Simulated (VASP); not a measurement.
# GaN in VASP: further runs, part 2 of 2

VASP 6.6.1. The steps go on from the part before.

## (3) Single point, r2SCAN

This run uses another cell than the first one, of 11.37 Å³/atom.

POSCAR reads:

```
GaN
1.0
    0.0000000000      2.2489525411      2.2489525411
    2.2489525411      0.0000000000      2.2489525411
    2.2489525411      2.2489525411      0.0000000000
Ga N
1 1
Direct
    0.0000000000      0.0000000000      0.0000000000
    0.2500000000      0.2500000000      0.2500000000
```

INCAR.step1 reads:

```
SYSTEM = GaN
PREC = Accurate
ENCUT = 1460
ISMEAR = 0
SIGMA = 0.01
LREAL = .FALSE.
LASPH = .TRUE.
NELM = 120
NBANDS = 16
GGA = PE
ALGO = Normal
EDIFF = 1E-5
LWAVE = .TRUE.
LCHARG = .FALSE.
GGA_COMPAT = .FALSE.
```

INCAR.step2 reads:

```
SYSTEM = GaN
PREC = Accurate
ENCUT = 1460
EDIFF = 1E-6
ISMEAR = 0
SIGMA = 0.01
LREAL = .FALSE.
LASPH = .TRUE.
NELM = 120
ALGO = Normal
ISIF = 2
LWAVE = .FALSE.
LCHARG = .TRUE.
METAGGA = R2SCAN
LMIXTAU = .TRUE.
LELF = .TRUE.
LVHAR = .TRUE.
NBANDS = 16
ISTART = 1
GGA_COMPAT = .FALSE.
```

KPOINTS reads:

```
regular mesh
0
G
  10 10 10
  0 0 0
```

Potentials or basis: VASP PAW PBE potentials, release 64 (Ga_d, N_h).

On the command line:

```bash
$ cat potpaw_PBE.64/Ga_d/POTCAR potpaw_PBE.64/N_h/POTCAR > POTCAR
$ cp INCAR.step1 INCAR
$ mpirun -np 1 vasp_std > vasp.out
$ cp INCAR.step2 INCAR
$ mpirun -np 1 vasp_std > vasp.out
```

OUTCAR:

```text
SYSTEM = GaN
   PREC = Accurate
   ENCUT = 1460
   EDIFF = 1E-6
   ISMEAR = 0
   LREAL = .FALSE.
   LASPH = .TRUE.
   NELM = 120
   ISIF = 2
   METAGGA = R2SCAN
   ISTART = 1

 ion  position               nearest neighbor table
   1  0.000  0.000  0.000-   2 1.95   2 1.95   2 1.95   2 1.95
   2  0.250  0.250  0.250-   1 1.95   1 1.95   1 1.95   1 1.95

  LATTYP: Found a face centered cubic cell.
 ALAT       =     4.4979050822

  Lattice vectors:

 A1 = (   0.0000000000,   2.2489525411,   2.2489525411)
 A2 = (   2.2489525411,   0.0000000000,   2.2489525411)
 A3 = (   2.2489525411,   2.2489525411,   0.0000000000)

Analysis of symmetry for initial positions (statically):
=====================================================================
 Subroutine PRICEL returns:
 Original cell was already a primitive cell.

 Routine SETGRP: Setting up the symmetry group for a
 face centered cubic supercell.

 Subroutine GETGRP returns: Found 24 space group operations
 (whereof 24 operations were pure point group operations)
 out of a pool of 48 trial point group operations.

The static configuration has the point symmetry T_d .

Analysis of symmetry for dynamics (positions and initial velocities):
=====================================================================
 Subroutine PRICEL returns:
 Original cell was already a primitive cell.

 Routine SETGRP: Setting up the symmetry group for a
 face centered cubic supercell.

 Subroutine GETGRP returns: Found 24 space group operations
 (whereof 24 operations were pure point group operations)
 out of a pool of 48 trial point group operations.

The dynamic configuration has the point symmetry T_d .

 Subroutine INISYM returns: Found 24 space group operations
 (whereof 24 operations are pure point group operations),
 and found     1 'primitive' translations

----------------------------------------------------------------------------------------

                                     Primitive cell

  volume of cell :      22.7494

  direct lattice vectors                    reciprocal lattice vectors
     0.000000000  2.248952541  2.248952541    -0.222325723  0.222325723  0.222325723
     2.248952541  0.000000000  2.248952541     0.222325723 -0.222325723  0.222325723
     2.248952541  2.248952541  0.000000000     0.222325723  0.222325723 -0.222325723

  length of vectors
     3.180499185  3.180499185  3.180499185     0.385079448  0.385079448  0.385079448

  position of ions in fractional coordinates (direct lattice)
     0.000000000  0.000000000  0.000000000
     0.250000000  0.250000000  0.250000000

  ion indices of the primitive-cell ions
   primitive index   ion index
                 1           1
                 2           2

----------------------------------------------------------------------------------------

 KPOINTS: regular mesh

Automatic generation of k-mesh.
 Grid dimensions read from file:
 generate k-points for:   10   10   10

 Generating k-lattice:

  Cartesian coordinates                     Fractional coordinates (reciprocal lattice)
    -0.022232572  0.022232572  0.022232572     0.100000000  0.000000000  0.000000000
     0.022232572 -0.022232572  0.022232572     0.000000000  0.100000000  0.000000000
     0.022232572  0.022232572 -0.022232572     0.000000000  0.000000000  0.100000000

  Length of vectors
     0.038507945  0.038507945  0.038507945

  Shift w.r.t. Gamma in fractional coordinates (k-lattice)
     0.000000000  0.000000000  0.000000000

 Subroutine IBZKPT returns following result:
 ===========================================

 Found     47 irreducible k-points:

 Following reciprocal coordinates:
            Coordinates               Weight
  0.000000  0.000000  0.000000      1.000000
  0.100000  0.000000  0.000000      8.000000
  0.200000  0.000000  0.000000      8.000000
  0.300000  0.000000  0.000000      8.000000
  0.400000  0.000000  0.000000      8.000000
  0.500000  0.000000  0.000000      4.000000
[... 16 lines left out ...]
  0.300000  0.300000  0.000000      6.000000
  0.400000  0.300000  0.000000     24.000000
 [... further k-points ...]
   k-points           NKPTS =     47   k-points in BZ     NKDIM =     47   number of bands    NBANDS=     16
   number of dos      NEDOS =    301   number of ions     NIONS =      2
   total plane-waves  NPLWV =  64000
   dimension x,y,z NGX =    40 NGY =   40 NGZ =   40
   dimension x,y,z NGXF=    80 NGYF=   80 NGZF=   80
   ions per type =               1   1
   NGX,Y,Z   is equivalent  to a cutoff of  20.91, 20.91, 20.91 a.u.
   NGXF,Y,Z  is equivalent  to a cutoff of  41.82, 41.82, 41.82 a.u.
 SYSTEM =  GaN
   PREC   = accura    normal or accurate (medium, high low for compatibility)
   ISTART =      1    job   : 0-new  1-cont  2-samecut
   ICHARG =      0    charge: 1-file 2-atom 10-const
   ISPIN  =      1    spin polarized calculation?
   LNONCOLLINEAR =      F non collinear calculations
   LSORBIT =      F    spin-orbit coupling
   LASPH  =      T    aspherical Exc in radial PAW
   ENCUT  = 1460.0 eV 107.31 Ry   10.36 a.u.   9.91  9.91  9.91*2*pi/ulx,y,z
   NELM   =    120;   NELMIN=  2; NELMDL=  0     # of ELM steps
   EDIFF  = 0.1E-05   stopping-criterion for ELM
   LREAL  =      F    real-space projection
   EDIFFG = 0.1E-04   stopping-criterion for IOM
   NSW    =      0    number of steps for IOM
   IBRION =     -1    ionic relax: 0-MD 1-quasi-New 2-CG
   NFREE  =      0    steps in history (QN), initial steepest desc. (CG)
   ISIF   =      2    stress and relaxation
   ISYM   =      2    0-nonsym 1-usesym 2-fastsym
   POTIM  = 0.5000    time-step for ionic-motion
   TEBEG  =    0.0;   TEEND  =   0.0 temperature during run
   PSTRESS=    0.0 pullay stress
   NELECT =      18.0000    total number of electrons
   NUPDOWN=      -1.0000    fix difference up-down
   EMIN   =  10.00;   EMAX   =-10.00  energy-range for DOS
   EFERMI =   0.00;   METHOD = LEGACY
   ISMEAR =     0;   SIGMA  =   0.01  broadening in eV -4-tet -1-fermi 0-gaus
   EFERMI_NEDOS =   21; number of points for ismear=-14 and -15
   IALGO  =     38    algorithm
   IMIX   =      4    mixing-type and parameters
     AMIX     =   0.40;   BMIX     =  1.00
     AMIX_MAG =   1.60;   BMIX_MAG =  1.00
  volume/ion in A,a.u.               =      11.37        76.76
  Fermi-wavevector in a.u.,A,eV,Ry     =   1.514173  2.861371 31.194330  2.292719
  Thomas-Fermi vector in A             =   2.623866
   LORBIT       =      0    0 simple, 1 ext, 2 COOP (PROOUT), +10 PAW based schemes
   METAGGA = R2SCAN    functional components
   LHFCALC =     F    Hartree Fock is set to
   AEXX    =    0.0000 exact exchange contribution
   IVDW    =     0    specifies the selected vdW correction
   LEPSILON=     F    determine dielectric tensor
   LRPA    =     F    only Hartree local field effects (RPA)
 non-spin polarized calculation
 Gauss-broadening in eV      SIGMA  =   0.01
  energy-cutoff  :     1460.00
  volume of cell :       22.75
 maximum number of plane-waves:      2900
   NGX = 19   NGY = 19   NGZ = 19

 number of electron      17.9999999 magnetization

 Free energy of the ion-electron system (eV)
  ---------------------------------------------------
  ext. energy  EPLUGINS =         0.00000000
  ---------------------------------------------------
  free energy    TOTEN  =       -21.90019748 eV

  energy without entropy =      -21.90019748  energy(sigma->0) =      -21.90019748

 E-fermi :   5.5436     XC(G=0): -12.6617

 val. band max:        5.3785968456   @ k =   0.0000   0.0000   0.0000
 cond. band min:       7.5379131349   @ k =   0.0000   0.0000   0.0000
 fundamental gap:      2.1593162894
 Fermi energy:         5.5435610940

 k-point     1 :       0.0000    0.0000    0.0000
  band No.  band energies     occupation
      1     -11.4047      2.00000
      2      -8.4561      2.00000
      3      -8.4561      2.00000
      4      -8.4561      2.00000
      5      -8.0986      2.00000
      6      -8.0986      2.00000
[... 8 lines left out ...]
     15      25.1565      0.00000
     16      25.1565      0.00000

 k-point     2 :       0.1000    0.0000    0.0000
  band No.  band energies     occupation
      1     -11.2929      2.00000
      2      -8.4417      2.00000
      3      -8.4417      2.00000
      4      -8.4160      2.00000
      5      -8.0998      2.00000
      6      -8.0998      2.00000
[... 8 lines left out ...]
     15      23.7327      0.00000
     16      23.8472      0.00000
[... 387 lines left out ...]
      5      -8.0459      2.00000
      6      -7.7015      2.00000
[... 8 lines left out ...]
     15      28.2553      0.00000
     16      28.9956      0.00000

 k-point    24 :       0.4000    0.3000    0.0000
  band No.  band energies     occupation
      1     -10.3415      2.00000
      2      -8.3007      2.00000
      3      -8.2167      2.00000
      4      -8.2134      2.00000
      5      -8.0358      2.00000
      6      -7.2810      2.00000
[... 8 lines left out ...]
     15      28.7525      0.00000
     16      28.8394      0.00000

 [... further k-points ...]
[... 5 lines left out ...]
  --------------------------------------------------------------------------------------
  -------------------------------------------------------------------------------------
  Total        0.1589581      0.1589581      0.1589581      0.0000000      0.0000000      0.0000000
  in kB       11.1949585     11.1949585     11.1949585      0.0000000      0.0000000      0.0000000
  external PRESSURE =      11.1949585 kB  Pullay stress =       0.0000000 kB

 VOLUME and BASIS-vectors are now :
 -----------------------------------------------------------------------------
  energy-cutoff  :     1460.00
  volume of cell :       22.75
      direct lattice vectors                 reciprocal lattice vectors
     0.000000000  2.248952541  2.248952541    -0.222325723  0.222325723  0.222325723
     2.248952541  0.000000000  2.248952541     0.222325723 -0.222325723  0.222325723
     2.248952541  2.248952541  0.000000000     0.222325723  0.222325723 -0.222325723

 POSITION                                       TOTAL-FORCE (eV/Angst)
 -----------------------------------------------------------------------------------
      0.00000      0.00000      0.00000        -0.000000      0.000000      0.000000
      1.12448      1.12448      1.12448         0.000000     -0.000000     -0.000000
 -----------------------------------------------------------------------------------
    total drift:                               -0.000000     -0.000000     -0.000000

  FREE ENERGIE OF THE ION-ELECTRON SYSTEM (eV)
  ---------------------------------------------------
  free  energy   TOTEN  =       -21.9001974762 eV

  energy  without entropy=      -21.9001974762  energy(sigma->0) =      -21.90019748
```

It took 3.6 min on 1 thread of Intel Xeon Platinum 8259CL at 2.50GHz (Skylake/Cascade Lake), shared host; peak memory 0.32 GiB.

Results:

- Free energy: -21.9002 eV
- Pressure: 1.1 GPa
- Band gap on the k mesh: 2.16 eV

Levels at points of the mesh, in eV from the valence-band top:
| k point | band 7 | band 8 | band 9 | band 10 | band 11 | band 12 |
| --- | --- | --- | --- | --- | --- | --- |
| (0.00, 0.00, 0.00) | 0.00 | 0.00 | 0.00 | 2.16 | 11.05 | 11.05 |
| (0.50, 0.00, 0.00) | -7.19 | -1.00 | -1.00 | 5.21 | 9.47 | 11.04 |
| (0.50, 0.50, 0.00) | -6.24 | -2.80 | -2.80 | 3.77 | 7.28 | 12.62 |

Caveat: the structure was generated, so it needn't be the stable form of GaN; the PAW data sets were made with another functional, which shifts forces and pressure a little.

## (4) Single point, r2SCAN, non-collinear spin, zero start, spin-orbit coupling (epitaxial xy strain -2.0%)

POSCAR reads:

```
GaN
1.0
    0.0000000000      2.2039734903      2.2958620709
    2.2039734903      0.0000000000      2.2958620709
    2.2039734903      2.2039734903      0.0000000000
Ga N
1 1
Direct
    0.0000000000      0.0000000000      0.0000000000
    0.2500000000      0.2500000000      0.2500000000
```

INCAR.step1 reads:

```
ALGO = Normal ; EDIFF = 1E-4
ENCUT = 520 ; GGA = PE
GGA_COMPAT = F ; ISMEAR = 0
LASPH = T ; LCHARG = F
LREAL = F ; LSORBIT = T
LWAVE = T ; MAGMOM = 0 0 0 0 0 0
NBANDS = 30 ; NELM = 150
PREC = Accurate ; SIGMA = 0.01
```

INCAR.step2 reads:

```
ALGO = Normal ; EDIFF = 1E-6
ENCUT = 520 ; GGA_COMPAT = F
ISIF = 2 ; ISMEAR = 0
ISTART = 1 ; LASPH = T
LCHARG = F ; LMIXTAU = T
LORBIT = 11 ; LORBMOM = T
LREAL = F ; LSORBIT = T
LWAVE = F ; MAGMOM = 0 0 0 0 0 0
METAGGA = R2SCAN ; NBANDS = 30
NELM = 150 ; PREC = Accurate
SIGMA = 0.01
```

KPOINTS reads:

```
k-points
0
Gamma
  10 10 10
```

Potentials or basis: VASP PAW PBE potentials, release 64 (Ga_d, N).

On the command line:

```bash
$ cat potpaw_PBE.64/Ga_d/POTCAR potpaw_PBE.64/N/POTCAR > POTCAR
$ cp INCAR.step1 INCAR
$ mpirun -np 1 vasp_ncl > vasp.out
$ cp INCAR.step2 INCAR
$ mpirun -np 1 vasp_ncl > vasp.out
```

Wall time 21 min (1 thread of AMD EPYC 7R13 (Zen 3), shared host); peak memory 0.29 GiB.

Results (log left out):

- Free energy: -21.8817 eV
- Pressure: 5.1 GPa
- Net moment: 0.00 μB per cell
- Valence electrons inside the program's atomic spheres: Ga 11.88; N 3.79

Stress tensor (GPa, compression positive):
```
7.04 0.00 0.00
0.00 7.04 0.00
0.00 0.00 1.30
```

Moments on the atoms (μB; x, y, z):
```
Ga  0.00 0.00 0.00
N   0.00 0.00 0.00
```

Caveat: the cell differs from its parent crystal (epitaxial xy strain -2.0%); the stress differs along the axes, from 1 to 7 GPa; the structure was generated, so it needn't be the stable form of GaN; the PAW data sets were made with another functional, which shifts forces and pressure a little.

## (5) Single point, r2SCAN, non-collinear spin, zero start, spin-orbit coupling (epitaxial xy strain -1.0%)

POSCAR reads:

```
GaN
1.0
    0.0000000000      2.2264630157      2.2727256636
    2.2264630157      0.0000000000      2.2727256636
    2.2264630157      2.2264630157      0.0000000000
Ga N
1 1
Direct
    0.0000000000      0.0000000000      0.0000000000
    0.2500000000      0.2500000000      0.2500000000
```

INCAR.step1 reads:

```
  PREC = Accurate
  ENCUT = 520
  ISMEAR = 0
  SIGMA = 0.01
  LREAL = F
  LASPH = T
  NELM = 150
  MAGMOM = 0 0 0 0 0 0
  LSORBIT = T
  GGA_COMPAT = F
  NBANDS = 30
  GGA = PE
  ALGO = Normal
  EDIFF = 1E-4
  LWAVE = T
  LCHARG = F
```

INCAR.step2 reads:

```
  PREC = Accurate
  ENCUT = 520
  EDIFF = 1E-6
  ISMEAR = 0
  SIGMA = 0.01
  LREAL = F
  LASPH = T
  NELM = 150
  ALGO = Normal
  ISIF = 2
  LWAVE = F
  LCHARG = F
  MAGMOM = 0 0 0 0 0 0
  LORBIT = 11
  LSORBIT = T
  GGA_COMPAT = F
  LORBMOM = T
  METAGGA = R2SCAN
  LMIXTAU = T
  NBANDS = 30
  ISTART = 1
```

KPOINTS reads:

```
Automatic mesh
0
Gamma
  10 10 10
```

On the command line:

```bash
$ cat potpaw_PBE.64/Ga_d/POTCAR potpaw_PBE.64/N/POTCAR > POTCAR
$ cp INCAR.step1 INCAR
$ mpirun -np 1 vasp_ncl > vasp.out
$ cp INCAR.step2 INCAR
$ mpirun -np 1 vasp_ncl > vasp.out
```

Wall time 20 min (1 thread of AMD EPYC 7R13 (Zen 3), shared host); peak memory 0.29 GiB.

The run converged. Its results:

```
Free energy                                           : -21.8957 eV
Pressure                                              : 3.1 GPa
Net moment                                            : 0.00 μB per cell
Valence electrons inside the program's atomic spheres : Ga 11.86; N 3.79
```

Stress tensor (GPa, compression positive):
```
3.98 0.00 0.00
0.00 3.98 0.00
0.00 0.00 1.20
```

Moments on the atoms (μB; x, y, z):
```
Ga  0.00 0.00 0.00
N   0.00 0.00 0.00
```

Caveat: the cell differs from its parent crystal (epitaxial xy strain -1.0%); the cell stands under pressure; the structure was generated, so it needn't be the stable form of GaN; the PAW data sets were made with another functional, which shifts forces and pressure a little.

## (6) Overview

| level | potentials or basis | spin | cell | k mesh | cutoff (eV) | grid for exact exchange (PRECFOCK) | share of exact exchange | screening parameter | gap on the mesh (eV) | pressure (GPa) | moment (μB) |
| --- | --- | --- | --- | --- | --- | --- | --- | --- | --- | --- | --- |
| HSE06 | VASP PAW PBE potentials, release 64 (Ga_d, N) | off | a = 3.183, b = 3.183, c = 3.117 Å, angles 60.7, 60.7, 58.6°, 2 atoms | 6 × 6 × 6 | 520 | Normal | 0.25 | 0.2079 1/Å | 3.10 | 3.8 | - |
| r2SCAN | VASP PAW PBE potentials, release 64 (Ga_d, N_h) | off | a = 3.180 Å, angles 60.0°, 2 atoms | 10 × 10 × 10 | 1460 | - | - | - | 2.16 | 1.1 | - |
| r2SCAN | VASP PAW PBE potentials, release 64 (Ga_d, N) | non-collinear, zero start, SOC | a = 3.183, b = 3.183, c = 3.117 Å, angles 60.7, 60.7, 58.6°, 2 atoms | 10 × 10 × 10 | 520 | - | - | - | - | 5.1 | 0.00 |
| r2SCAN | VASP PAW PBE potentials, release 64 (Ga_d, N) | non-collinear, zero start, SOC | a = 3.182, b = 3.182, c = 3.149 Å, angles 60.3, 60.3, 59.3°, 2 atoms | 10 × 10 × 10 | 520 | - | - | - | - | 3.1 | 0.00 |

Alike in all rows: task single point; smearing gaussian 0.01 eV.

Caveats: the structure was generated, so it needn't be the stable form of GaN; the PAW data sets were made with another functional, which shifts forces and pressure a little; the stress differs along the axes, from -0 to 6 GPa (at least some runs); the stress differs along the axes, from 1 to 7 GPa (at least some runs); the cell stands under pressure (at least some runs).

Total energies depend on the potentials used, so only differences within one code and one set of settings carry meaning.
